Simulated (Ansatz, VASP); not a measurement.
**Sc2AlP3 in VASP and in Ansatz**

```xyz
6
Lattice="4.0510 0.0000 0.0000 -2.0255 3.5083 0.0000 0.0000 0.0000 7.5716" Properties=species:S:1:pos:R:3 pbc="T T T"
Sc    2.0255    1.1694    1.7828
Sc    2.0255    1.1694    5.7889
Al    0.0000    0.0000    0.0000
P     0.0000    0.0000    3.7858
P     0.0000    2.3389    0.0000
P     0.0000    2.3389    3.7858
```

Change from the starting cell: species swapped into the Ce2NiGe3 type (P-6m2, No. 187).

Alike in both runs: task single point; functional PBE; k mesh 6 × 6 × 2; occupations gaussian, width 0.1 eV; no spin polarisation.

```csv
,VASP,Ansatz
version,VASP 6.6.1,Ansatz 0.2.0
potentials or method,"VASP PAW PBE potentials, release 64 (Sc_sv, Al, P), cutoff 520 eV","scalar-relativistic, plane waves, PAW"
valence electrons in the cell,40,40
```

|  | VASP | Ansatz | Ansatz less VASP |
| --- | --- | --- | --- |
| gap on the k mesh at the Fermi level (eV) | none | none | - |
| pressure (GPa) | -1.9 | -1.9 | 0.00 |
| traceless stress, the component that is largest in VASP (GPa) | -3.93 | -4.01 | -0.075 |
| rms of the force components (eV/Å) | 0.332 | 0.331 | -0.0016 |

Atom by atom the forces differ by 0.002 eV/Å (rms over components). A gap of «none» marks a metal or a gap that the smearing closes. The functional is the same, so the differences come from potentials, cutoffs and numerics.

The k mesh is coarse, so the values compare programs but aren't converged.
